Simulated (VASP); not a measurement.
# SnSe (I4/mmm) in VASP: further runs

Runs on SnSe. Level: LDA. Tasks: single point.

Program: VASP 6.6.1. These are calculated values, not measurements. Logs are shortened: lines on timing, memory, paths and dates and some standing lists are left out, and cuts for length are marked.

### 1 The cell of the first run

It takes space group I4/mmm (No. 139, tetragonal). Conventional cell: a = 4.150 Å, b = 4.150 Å, c = 6.170 Å, α = 90.00°, β = 90.00°, γ = 90.00°. Sn (site symmetry 4/mmm) has 6 Se at 2.93 to 3.09 Å within 3.9 Å. Within 3.9 Å of Se (site symmetry 4/mmm) lie 6 Sn at 2.93 to 3.09 Å.

### 2 Single point, LDA (strain -0.025 along x and y, +0.025 along z)

The input, INCAR:

```
  ALGO = Normal
  EDIFF = 1E-7
  ENCUT = 520
  ISIF = 2
  ISMEAR = 0
  LASPH = T
  LCHARG = F
  LREAL = F
  LWAVE = F
  NBANDS = 17
  NELM = 100
  PREC = Accurate
  SIGMA = 0.05
```

The input, KPOINTS:

```
k-points
0
Gamma
  8 8 8
```

The input, POSCAR:

```
SnSe
1.0
    0.0000000000      2.9347500000      3.0852500000
    2.9347500000      0.0000000000      3.0852500000
    2.9347500000      2.9347500000      0.0000000000
Sn Se
1 1
Direct
    0.0000000000      0.0000000000      0.0000000000
    0.5000000000      0.5000000000      0.5000000000
```

Potentials or basis: VASP PAW LDA potentials, release 64 (Sn_d, Se).

Launch:

```console
$ cat potpaw_LDA.64/Sn_d/POTCAR potpaw_LDA.64/Se/POTCAR > POTCAR
$ mpirun -np 1 vasp_std > vasp.out
```

OUTCAR:

```text
EDIFF = 1E-7
   ENCUT = 520
   ISIF = 2
   ISMEAR = 0
   LASPH = T
   LREAL = F
   NELM = 100
   PREC = Accurate

 ion  position               nearest neighbor table
   1  0.000  0.000  0.000-   2 2.93   2 2.93   2 2.93   2 2.93   2 3.09   2 3.09
   2  0.500  0.500  0.500-   1 2.93   1 2.93   1 2.93   1 2.93   1 3.09   1 3.09

  LATTYP: Found a body centered tetragonal cell.
 ALAT       =     4.1503632522
 C/A-ratio  =     1.4867373348

  Lattice vectors:

 A1 = (  -2.9347500000,   0.0000000000,   3.0852500000)
 A2 = (   2.9347500000,   0.0000000000,   3.0852500000)
 A3 = (   0.0000000000,   2.9347500000,  -3.0852500000)

Analysis of symmetry for initial positions (statically):
=====================================================================
 Subroutine PRICEL returns:
 Original cell was already a primitive cell.

 Routine SETGRP: Setting up the symmetry group for a
 body centered tetragonal supercell.

 Subroutine GETGRP returns: Found 16 space group operations
 (whereof 16 operations were pure point group operations)
 out of a pool of 16 trial point group operations.

The static configuration has the point symmetry D_4h.

Analysis of symmetry for dynamics (positions and initial velocities):
=====================================================================
 Subroutine PRICEL returns:
 Original cell was already a primitive cell.

 Routine SETGRP: Setting up the symmetry group for a
 body centered tetragonal supercell.

 Subroutine GETGRP returns: Found 16 space group operations
 (whereof 16 operations were pure point group operations)
 out of a pool of 16 trial point group operations.

The dynamic configuration has the point symmetry D_4h.

 Subroutine INISYM returns: Found 16 space group operations
 (whereof 16 operations are pure point group operations),
 and found     1 'primitive' translations

----------------------------------------------------------------------------------------

                                     Primitive cell

  volume of cell :      53.1450

  direct lattice vectors                    reciprocal lattice vectors
     0.000000000  2.934750000  3.085250000    -0.170372263  0.170372263  0.162061421
     2.934750000  0.000000000  3.085250000     0.170372263 -0.170372263  0.162061421
     2.934750000  2.934750000  0.000000000     0.170372263  0.170372263 -0.162061421

  length of vectors
     4.258112860  4.258112860  4.150363252     0.290374449  0.290374449  0.290374449

  position of ions in fractional coordinates (direct lattice)
     0.000000000  0.000000000  0.000000000
     0.500000000  0.500000000  0.500000000

  ion indices of the primitive-cell ions
   primitive index   ion index
                 1           1
                 2           2

----------------------------------------------------------------------------------------

 KPOINTS: k-points

Automatic generation of k-mesh.
 Grid dimensions read from file:
 generate k-points for:    8    8    8

 Generating k-lattice:

  Cartesian coordinates                     Fractional coordinates (reciprocal lattice)
    -0.021296533  0.021296533  0.020257678     0.125000000 -0.000000000  0.000000000
     0.021296533 -0.021296533  0.020257678    -0.000000000  0.125000000  0.000000000
     0.021296533  0.021296533 -0.020257678     0.000000000  0.000000000  0.125000000

  Length of vectors
     0.036296806  0.036296806  0.036296806

  Shift w.r.t. Gamma in fractional coordinates (k-lattice)
     0.000000000  0.000000000  0.000000000

 Subroutine IBZKPT returns following result:
 ===========================================

 Found     59 irreducible k-points:

 Following reciprocal coordinates:
            Coordinates               Weight
  0.000000  0.000000  0.000000      1.000000
  0.125000  0.000000  0.000000      8.000000
  0.250000  0.000000  0.000000      8.000000
  0.375000 -0.000000  0.000000      8.000000
  0.500000  0.000000  0.000000      4.000000
  0.125000  0.125000  0.000000      2.000000
[... 16 lines left out ...]
  0.250000  0.000000  0.125000     16.000000
  0.375000  0.000000  0.125000     16.000000
 [... further k-points ...]
   k-points           NKPTS =     59   k-points in BZ     NKDIM =     59   number of bands    NBANDS=     17
   number of dos      NEDOS =    301   number of ions     NIONS =      2
   total plane-waves  NPLWV =  32768
   dimension x,y,z NGX =    32 NGY =   32 NGZ =   32
   dimension x,y,z NGXF=    64 NGYF=   64 NGZF=   64
   ions per type =               1   1
   NGX,Y,Z   is equivalent  to a cutoff of  12.49, 12.49, 12.82 a.u.
   NGXF,Y,Z  is equivalent  to a cutoff of  24.99, 24.99, 25.64 a.u.
 SYSTEM =  unknown system
   PREC   = accura    normal or accurate (medium, high low for compatibility)
   ISTART =      0    job   : 0-new  1-cont  2-samecut
   ICHARG =      2    charge: 1-file 2-atom 10-const
   ISPIN  =      1    spin polarized calculation?
   LNONCOLLINEAR =      F non collinear calculations
   LSORBIT =      F    spin-orbit coupling
   LASPH  =      T    aspherical Exc in radial PAW
   ENCUT  =  520.0 eV  38.22 Ry    6.18 a.u.   7.92  7.92  7.72*2*pi/ulx,y,z
   NELM   =    100;   NELMIN=  2; NELMDL= -5     # of ELM steps
   EDIFF  = 0.1E-06   stopping-criterion for ELM
   LREAL  =      F    real-space projection
   EDIFFG = 0.1E-05   stopping-criterion for IOM
   NSW    =      0    number of steps for IOM
   IBRION =     -1    ionic relax: 0-MD 1-quasi-New 2-CG
   NFREE  =      0    steps in history (QN), initial steepest desc. (CG)
   ISIF   =      2    stress and relaxation
   ISYM   =      2    0-nonsym 1-usesym 2-fastsym
   POTIM  = 0.5000    time-step for ionic-motion
   TEBEG  =    0.0;   TEEND  =   0.0 temperature during run
   PSTRESS=    0.0 pullay stress
   NELECT =      20.0000    total number of electrons
   NUPDOWN=      -1.0000    fix difference up-down
   EMIN   =  10.00;   EMAX   =-10.00  energy-range for DOS
   EFERMI =   0.00;   METHOD = LEGACY
   ISMEAR =     0;   SIGMA  =   0.05  broadening in eV -4-tet -1-fermi 0-gaus
   EFERMI_NEDOS =   21; number of points for ismear=-14 and -15
   IALGO  =     38    algorithm
   IMIX   =      4    mixing-type and parameters
     AMIX     =   0.40;   BMIX     =  1.00
     AMIX_MAG =   1.60;   BMIX_MAG =  1.00
  volume/ion in A,a.u.               =      26.57       179.32
  Fermi-wavevector in a.u.,A,eV,Ry     =   1.181945  2.233552 19.007260  1.396994
  Thomas-Fermi vector in A             =   2.318209
   LORBIT       =      0    0 simple, 1 ext, 2 COOP (PROOUT), +10 PAW based schemes
   GGA     = CA    functional components
   LHFCALC =     F    Hartree Fock is set to
   AEXX    =    0.0000 exact exchange contribution
   IVDW    =     0    specifies the selected vdW correction
   LEPSILON=     F    determine dielectric tensor
   LRPA    =     F    only Hartree local field effects (RPA)
 non-spin polarized calculation
 Gauss-broadening in eV      SIGMA  =   0.05
  energy-cutoff  :      520.00
  volume of cell :       53.15
 maximum number of plane-waves:      1447
   NGX = 15   NGY = 15   NGZ = 15

 number of electron      20.0000005 magnetization

 Free energy of the ion-electron system (eV)
  ---------------------------------------------------
  ext. energy  EPLUGINS =         0.00000000
  ---------------------------------------------------
  free energy    TOTEN  =        -9.46567471 eV

  energy without entropy =       -9.46567471  energy(sigma->0) =       -9.46567471

 E-fermi :   5.9255     XC(G=0):  -9.9943

 val. band max:        5.6503074659   @ k =  -0.3750   0.1250   0.0000
 cond. band min:       6.2978154504   @ k =  -0.3750   0.0000   0.1250
 fundamental gap:      0.6475079845
 Fermi energy:         5.9254947192

 k-point     1 :       0.0000    0.0000    0.0000
  band No.  band energies     occupation
      1     -15.7857      2.00000
      2     -15.7746      2.00000
      3     -15.7746      2.00000
      4     -15.7637      2.00000
      5     -15.7620      2.00000
      6      -8.3408      2.00000
[... 9 lines left out ...]
     16      11.6916      0.00000
     17      13.2922      0.00000

 k-point     2 :       0.1250    0.0000    0.0000
  band No.  band energies     occupation
      1     -15.7860      2.00000
      2     -15.7741      2.00000
      3     -15.7734      2.00000
      4     -15.7647      2.00000
      5     -15.7603      2.00000
      6      -8.2256      2.00000
[... 9 lines left out ...]
     16      12.0414      0.00000
     17      14.2402      0.00000

 k-point     3 :       0.2500    0.0000    0.0000
  band No.  band energies     occupation
      1     -15.7875      2.00000
      2     -15.7729      2.00000
      3     -15.7728      2.00000
      4     -15.7648      2.00000
      5     -15.7555      2.00000
      6      -7.9137      2.00000
[... 9 lines left out ...]
     16      12.9549      0.00000
     17      16.2214      0.00000

 k-point     4 :       0.3750   -0.0000    0.0000
  band No.  band energies     occupation
      1     -15.7895      2.00000
      2     -15.7756      2.00000
      3     -15.7716      2.00000
      4     -15.7616      2.00000
      5     -15.7502      2.00000
      6      -7.5330      2.00000
[... 9 lines left out ...]
     16      14.4832      0.00000
     17      17.1020      0.00000
[... 343 lines left out ...]
      1     -15.7847      2.00000
      2     -15.7758      2.00000
      3     -15.7723      2.00000
      4     -15.7667      2.00000
      5     -15.7583      2.00000
      6      -8.1795      2.00000
[... 9 lines left out ...]
     16      12.7738      0.00000
     17      13.5476      0.00000

 k-point    23 :       0.2500    0.0000    0.1250
  band No.  band energies     occupation
      1     -15.7851      2.00000
      2     -15.7759      2.00000
      3     -15.7720      2.00000
      4     -15.7675      2.00000
      5     -15.7536      2.00000
      6      -7.9255      2.00000
[... 9 lines left out ...]
     16      13.6575      0.00000
     17      14.8092      0.00000

 k-point    24 :       0.3750    0.0000    0.1250
  band No.  band energies     occupation
      1     -15.7873      2.00000
      2     -15.7762      2.00000
      3     -15.7736      2.00000
      4     -15.7641      2.00000
      5     -15.7486      2.00000
      6      -7.5587      2.00000
[... 9 lines left out ...]
     16      15.1054      0.00000
     17      16.6228      0.00000

 [... further k-points ...]

------------------------ aborting loop because EDIFF is reached ----------------------------------------

  FORCE on cell =-STRESS in cart. coord.  units (eV):
  Direction    XX          YY          ZZ          XY          YZ          ZX
  --------------------------------------------------------------------------------------
  -------------------------------------------------------------------------------------
  Total        0.0669849      0.0669849     -1.8054711      0.0000000      0.0000000     -0.0000000
  in kB        2.0194106      2.0194106    -54.4300278      0.0000000      0.0000000     -0.0000000
  external PRESSURE =     -16.7970689 kB  Pullay stress =       0.0000000 kB

 VOLUME and BASIS-vectors are now :
 -----------------------------------------------------------------------------
  energy-cutoff  :      520.00
  volume of cell :       53.15
      direct lattice vectors                 reciprocal lattice vectors
     0.000000000  2.934750000  3.085250000    -0.170372263  0.170372263  0.162061421
     2.934750000  0.000000000  3.085250000     0.170372263 -0.170372263  0.162061421
     2.934750000  2.934750000  0.000000000     0.170372263  0.170372263 -0.162061421

 POSITION                                       TOTAL-FORCE (eV/Angst)
 -----------------------------------------------------------------------------------
      0.00000      0.00000      0.00000         0.000000      0.000000      0.000000
      2.93475      2.93475      3.08525        -0.000000      0.000000     -0.000000
 -----------------------------------------------------------------------------------
    total drift:                                0.000000     -0.000000     -0.000000

  FREE ENERGIE OF THE ION-ELECTRON SYSTEM (eV)
  ---------------------------------------------------
  free  energy   TOTEN  =        -9.4656747112 eV

  energy  without entropy=       -9.4656747112  energy(sigma->0) =       -9.46567471
```

Run time: 72 s. Hardware: 1 thread of AMD EPYC 7R13, shared host; peak memory 0.16 GiB.

What came out:

- Free energy: -9.4657 eV
- Pressure: -1.7 GPa
- Band gap on the k mesh: 0.65 eV (least direct gap 0.70 eV)

Caveat: the cell differs from its parent crystal (strain -0.025 along x and y, +0.025 along z); spin-orbit coupling is left out, which moves the levels of the heavy elements.

### 3 Single point, LDA (strain +0.000 along x and y, +0.025 along z)

The input, INCAR:

```
  PREC = Accurate
  ENCUT = 520
  EDIFF = 1E-6
  ISMEAR = 0
  SIGMA = 0.05
  LREAL = False
  LASPH = True
  NELM = 80
  ALGO = Normal
  ISIF = 2
  LWAVE = False
  LCHARG = False
  GGA = CA
  NBANDS = 17
```

The input, KPOINTS:

```
Automatic mesh
0
Gamma
  8 8 8
```

The input, POSCAR:

```
SnSe
1.0
    0.0000000000      3.0100000000      3.0852500000
    3.0100000000      0.0000000000      3.0852500000
    3.0100000000      3.0100000000      0.0000000000
Sn Se
1 1
Direct
    0.0000000000      0.0000000000      0.0000000000
    0.5000000000      0.5000000000      0.5000000000
```

Potentials or basis: VASP PAW LDA potentials, release 64 (Sn_d, Se).

Launch:

```console
$ cat potpaw_LDA.64/Sn_d/POTCAR potpaw_LDA.64/Se/POTCAR > POTCAR
$ mpirun -np 1 vasp_std > vasp.out
```

It took 78 s on 1 thread of AMD EPYC 7R13, shared host; peak memory 0.16 GiB.

Results (log left out):

| Property | Result |
| --- | --- |
| Free energy | -9.4359 eV |
| Pressure | -4.3 GPa |
| Band gap on the k mesh | 0.54 eV |

Stress tensor (GPa, compression positive):
```
-3.50  0.00  0.00
 0.00 -3.50  0.00
 0.00  0.00 -5.78
```

Levels at points of the mesh, in eV from the valence-band top:
| k point | band 7 | band 8 | band 9 | band 10 | band 11 | band 12 | band 13 | band 14 |
| --- | --- | --- | --- | --- | --- | --- | --- | --- |
| (0.00, 0.00, 0.00) | -5.17 | -2.09 | -2.09 | -1.86 | 3.85 | 4.40 | 4.40 | 5.86 |
| (0.50, 0.00, 0.00) | -7.90 | -1.78 | -1.74 | 0.00 | 0.54 | 1.23 | 1.35 | 8.17 |
| (0.50, 0.50, 0.00) | -5.95 | -5.18 | -3.39 | -3.39 | 3.21 | 5.29 | 5.29 | 5.59 |
| (0.50, 0.00, 0.50) | -6.05 | -5.24 | -3.58 | -3.31 | 3.13 | 4.88 | 5.45 | 5.92 |

Caveat: the cell differs from its parent crystal (strain +0.000 along x and y, +0.025 along z); the cell stands under tension; spin-orbit coupling is left out, which moves the levels of the heavy elements.
